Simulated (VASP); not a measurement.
Crystal: Cu.

```
CELL_PARAMETERS angstrom
-0.00443 1.78843 1.83853
1.82291 -0.01749 1.85160
1.78282 1.76140 0.02260
ATOMIC_POSITIONS crystal
Cu 0.00000 0.00000 0.00000
```

- Program: VASP 6.6.1
- Task: relaxation of cell and atoms
- Functional: revPBE
- Potentials or basis: VASP PAW PBE potentials, release 64 (Cu)
- Cutoff: 600 eV
- k mesh: 13 × 12 × 13
- Occupations: fermi-dirac, width 0.05 eV
- Spin: no spin polarisation

At the start: pressure 6.6 GPa; volume 11.81 Å³/atom.

Question: Where does the relaxation end?

Answer: Over 16 steps the energy falls by 12.5 meV/atom and the volume is 12.32 Å³/atom (+4.4 %); space group R-3m (No. 166, to 0.1 Å) before, Fm-3m (No. 225, to 0.1 Å).

The path:
```tsv
step	energy change (eV)	largest force (eV/Å)	pressure (GPa)	volume (Å³)
1	0.0000	0.0000	6.65	11.81
2	-0.0085	0.0000	-3.24	12.66
3	-0.0114	0.0000	-0.29	12.34
4	-0.0114	0.0000	-0.30	12.36
5	-0.0114	0.0000	-0.68	12.39
6	-0.0114	0.0000	-0.41	12.37
7	-0.0121	0.0000	-0.42	12.34
8	-0.0123	0.0000	-0.23	12.32
9	-0.0123	0.0000	-0.05	12.32
10	-0.0124	0.0000	0.52	12.31
11	-0.0124	0.0000	0.03	12.31
12	-0.0125	0.0000	0.01	12.30
13	-0.0125	0.0000	0.51	12.30
14	-0.0125	0.0000	0.04	12.31
15	-0.0125	0.0000	0.09	12.31
16	-0.0125	0.0000	0.04	12.32
```

Final structure:
```xyz
1
Lattice="0.0011 1.8217 1.8307 1.8433 -0.0113 1.8430 1.8306 1.8216 0.0015" Properties=species:S:1:pos:R:3 pbc="T T T"
Cu    1.8433   -0.0113    1.8430
```

Caveat: the PAW data sets were made with another functional, which shifts forces and pressure a little.
